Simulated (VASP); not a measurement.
Wanted: the native input for a VASP 6.6.1 run.

```
Task                   : single point
Functional             : r2SCAN
Potentials or basis    : VASP PAW PBE potentials, release 64 (O_h, H_h, F_h)
Cutoff                 : 1110 eV
k mesh                 : 1 × 1 × 1
Occupations            : fermi-dirac, width 0.02 eV
Spin                   : no spin polarisation
Dipole correction      : no
Further INCAR settings : LREAL = Auto; ALGO = Normal; EDIFF = 1e-06; NBANDS = 44
```

H13O6F:

```
O H F
1.0
     6.52808    0.00000    0.00000
     0.00000    6.52808    0.00000
     0.00000    0.00000    6.52808
O H F
6 13 1
Direct
  0.19655 0.01953 0.64307
  0.12777 0.37913 0.84348
  0.77698 0.58598 0.78104
  0.99442 0.28509 0.20853
  0.59632 0.23328 0.09216
  0.30536 0.95043 0.24286
  0.17985 0.16504 0.68179
  0.11291 0.95836 0.73953
  0.10147 0.34421 0.98749
  0.25614 0.45148 0.83291
  0.71491 0.61090 0.65169
  0.90345 0.51475 0.74585
  0.85107 0.24542 0.19925
  0.07287 0.16823 0.24237
  0.66868 0.23949 0.96593
  0.51055 0.11334 0.08511
  0.18918 0.85728 0.21087
  0.30934 0.94778 0.38667
  0.88233 0.74662 0.91503
  0.97804 0.83452 0.98312
```

The input as run:

POSCAR

```
H13O6F
1.0
    6.5280840000      0.0000000000      0.0000000000
    0.0000000000      6.5280840000      0.0000000000
    0.0000000000      0.0000000000      6.5280840000
O H F
6 13 1
Direct
    0.1965507797      0.0195309987      0.6430677056
    0.1277710275      0.3791311509      0.8434787297
    0.7769814236      0.5859759158      0.7810408077
   -0.0055759086      0.2850913070      0.2085297922
    0.5963158562      0.2332843756      1.0921581279
    0.3053575904      0.9504320104      0.2428583946
    0.1798536906      0.1650407685      0.6817926975
    0.1129121500     -0.0416354937      0.7395278615
    0.1014692826      0.3442051297      0.9874872934
    0.2561394737      0.4514800974      0.8329090128
    0.7149111439      0.6108990019      0.6516919819
    0.9034503845      0.5147452147      0.7458543732
   -0.1489257798      0.2454165725      0.1992468234
    0.0728697731      0.1682270020      0.2423682048
    0.6686801212      0.2394883399      0.9659342619
    0.5105479648      0.1133410661      1.0851116499
    0.1891826147      0.8572806355      0.2108735120
    0.3093403823      0.9477819219      0.3866678186
    0.8823262691      0.7466202947     -0.0849713331
    0.9780358218      0.8345174480     -0.0168809102
```

INCAR.step1

```
SYSTEM = H13O6F
PREC = Accurate ; ENCUT = 1110
ISMEAR = -1 ; SIGMA = 0.02
LREAL = Auto ; LASPH = .TRUE.
NELM = 120 ; NBANDS = 44
GGA = PE ; ALGO = Normal
EDIFF = 1E-5 ; LWAVE = .TRUE.
LCHARG = .FALSE. ; GGA_COMPAT = .FALSE.
```

INCAR.step2

```
SYSTEM = H13O6F
PREC = Accurate ; ENCUT = 1110
EDIFF = 1E-6 ; ISMEAR = -1
SIGMA = 0.02 ; LREAL = Auto
LASPH = .TRUE. ; NELM = 120
ALGO = Normal ; ISIF = 2
LWAVE = .FALSE. ; LCHARG = .FALSE.
METAGGA = R2SCAN ; LMIXTAU = .TRUE.
NBANDS = 44 ; ISTART = 1
GGA_COMPAT = .FALSE.
```

KPOINTS

```
regular mesh
0
G
  1 1 1
  0 0 0
```

Potentials or basis: VASP PAW PBE potentials, release 64 (O_h, H_h, F_h).

Command:

```sh
$ cat potpaw_PBE.64/O_h/POTCAR potpaw_PBE.64/H_h/POTCAR potpaw_PBE.64/F_h/POTCAR > POTCAR
$ cp INCAR.step1 INCAR
$ mpirun -np 1 vasp_gam > vasp.out
$ cp INCAR.step2 INCAR
$ mpirun -np 1 vasp_gam > vasp.out
```

It gave:

```
Pressure      : 1.2 GPa
Largest force : 2.447 eV/Å
```

Caveat: the k points lie up to 0.96 Å⁻¹ apart, too coarse for converged energies, forces and pressures; the atoms stand as in a frame of molecular dynamics; the PAW data sets were made with another functional, which shifts forces and pressure a little.

Run time: 4.6 min on 1 thread of Intel(R) Xeon(R) Platinum 8259CL CPU @ 2.50GHz (Skylake/Cascade Lake), on a shared host, peak memory 0.81 GiB.
